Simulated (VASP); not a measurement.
Runs of VASP 6.6.1 on CsPbBr3. The structure is that of space group Pm-3m (No. 221), or close to it. The cells are those of the table. 

```tsv
level	cell	smearing	gap on the mesh (eV)	pressure (GPa)
r2SCAN	a = 5.943 Å, 5 atoms	gaussian 0.01 eV	(c)	0.0
PBE	a = 5.943 Å, 5 atoms	fermi-dirac 0.02 eV	1.67	0.7
PBE	a = 6.002, b = 5.943, c = 5.943 Å, 5 atoms	fermi-dirac 0.02 eV	1.67	0.5
r2SCAN	a = 6.002, b = 5.943, c = 5.943 Å, 5 atoms	gaussian 0.01 eV	(b)	-0.2
r2SCAN	a = 6.032, b = 6.032, c = 5.921 Å, 5 atoms	gaussian 0.01 eV	2.11	(a)
```

Alike in all rows: task single point; potentials or basis VASP PAW PBE potentials, release 64 (Cs_sv, Pb_d, Br); no spin polarisation; k mesh 4 × 4 × 4; cutoff (eV) 520.

Problem. Estimate the missing entries.

Solution. (a) -0.5; (b) 2.05; (c) 2.06.

Caveats: spin-orbit coupling is left out, which moves the levels of the heavy elements; the PAW data sets were made with another functional, which shifts forces and pressure a little (some runs).

A k mesh can miss the band edges, and the runs leave out spin-orbit coupling on Br, Cs, Pb.
